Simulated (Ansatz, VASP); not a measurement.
Ti in VASP and in Ansatz

```xyz
2
Lattice="0.0000 2.7717 2.7717 2.7717 0.0000 2.7717 2.7717 2.7717 0.0000" Properties=species:S:1:pos:R:3 pbc="T T T"
Ti    0.6929    0.6929    0.6929
Ti    4.8505    4.8505    4.8505
```

Alike in both runs: task single point; functional PBE; k mesh 16 × 16 × 16; occupations fermi-dirac, width 0.1 eV; no spin polarisation.

|  | VASP | Ansatz |
| --- | --- | --- |
| version | VASP 6.6.1 | Ansatz 0.2.0 |
| potentials or method | VASP PAW PBE potentials, release 64 (Ti_sv), cutoff 520 eV | plane waves (420 eV) with PAW, scalar-relativistic |
| valence electrons in the cell | 24 | 24 |

```tsv
	VASP	Ansatz	Ansatz less VASP
pressure (GPa)	3.2	3.0	-0.21
```

The functional is the same, so the differences come from potentials, cutoffs and numerics.
